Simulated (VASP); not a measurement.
Input of a VASP 6.6.1 run:

INCAR

```
PREC = Accurate
ENCUT = 520
EDIFF = 1E-7
ISMEAR = 0
SIGMA = 0.05
LREAL = F
LASPH = T
NELM = 60
ALGO = Normal
ISIF = 2
LWAVE = F
LCHARG = T
GGA = PE
LELF = T
LVHAR = T
NBANDS = 16
```

The input KPOINTS:

```
regular mesh
0
Gamma
  9 9 6
```

The input POSCAR:

```
AlN
1.0
    3.1039109035      0.0000000000      0.0000000000
   -1.5519554517      2.6880656936      0.0000000000
    0.0000000000      0.0000000000      4.9753155601
Al N
2 2
Direct
    0.3145786745      0.6666666667      0.0017290859
    0.6854213255      0.3333333333      0.5017290859
    0.3499209514      0.6666666667      0.3832709141
    0.6500790486      0.3333333333      0.8832709141
```

Potentials or basis: VASP PAW PBE potentials, release 64 (Al, N).

Launch:

```console
$ cat potpaw_PBE.64/Al/POTCAR potpaw_PBE.64/N/POTCAR > POTCAR
$ mpirun -np 1 vasp_std > vasp.out
```

Question: What does it give for the pressure?

Answer: 4.8 GPa.

Question: What does it give for the band gap on the k mesh?

Answer: 4.23 eV.

Question: Predict the largest force.

Answer: 0.330 eV/Å.

Forces in eV/Å, atoms in the order of the input:
```
Al   0.330  0.016  0.014
Al  -0.330 -0.016  0.014
N   -0.141  0.007 -0.014
N    0.141 -0.007 -0.014
```

Caveat: the cell differs from its parent crystal (atoms displaced along a vibrational mode, the cell strained); the cell stands under pressure; an odd mesh through Γ misses points on the zone boundary, where band edges can lie.
